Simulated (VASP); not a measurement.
InSb, 2 atoms in the cell. The structure is tetragonal, space group P4/mmm (No. 123). Conventional cell: a = 3.058 Å, b = 3.058 Å, c = 6.183 Å, α = 90.00°, β = 90.00°, γ = 90.00°. Within 4.0 Å of In (site symmetry 4/mmm) lie 4 In at 3.06 Å and 2 Sb at 3.09 Å. Within 4.0 Å of Sb (site symmetry 4/mmm) lie 4 Sb at 3.06 Å and 2 In at 3.09 Å. 

- Program: VASP 6.6.1
- Task: single point
- Functional: r2SCAN
- Potentials or basis: VASP PAW PBE potentials, release 64 (In_d, Sb)
- Cutoff: 520 eV
- k mesh: 20 × 20 × 10
- Occupations: gaussian, width 0.15 eV
- Spin: no spin polarisation
- Dipole correction: no
- Further INCAR settings: ALGO = Normal; EDIFF = 1e-06; NBANDS = 16

Potentials or basis: VASP PAW PBE potentials, release 64 (In_d, Sb).

Launch:

```sh
$ cat potpaw_PBE.64/In_d/POTCAR potpaw_PBE.64/Sb/POTCAR > POTCAR
$ cp INCAR.step1 INCAR
$ mpirun -np 1 vasp_std > vasp.out
$ cp INCAR.step2 INCAR
$ mpirun -np 1 vasp_std > vasp.out
```

Hardware: 1 thread of Intel(R) Xeon(R) 6975P-C (Granite Rapids) (shared host).

Task: How long does it take, and how much memory?

Result: It took 7.1 min on 1 thread of Intel(R) Xeon(R) 6975P-C (Granite Rapids), with other jobs on the host, peak memory 0.48 GiB. Counts: k points 396.
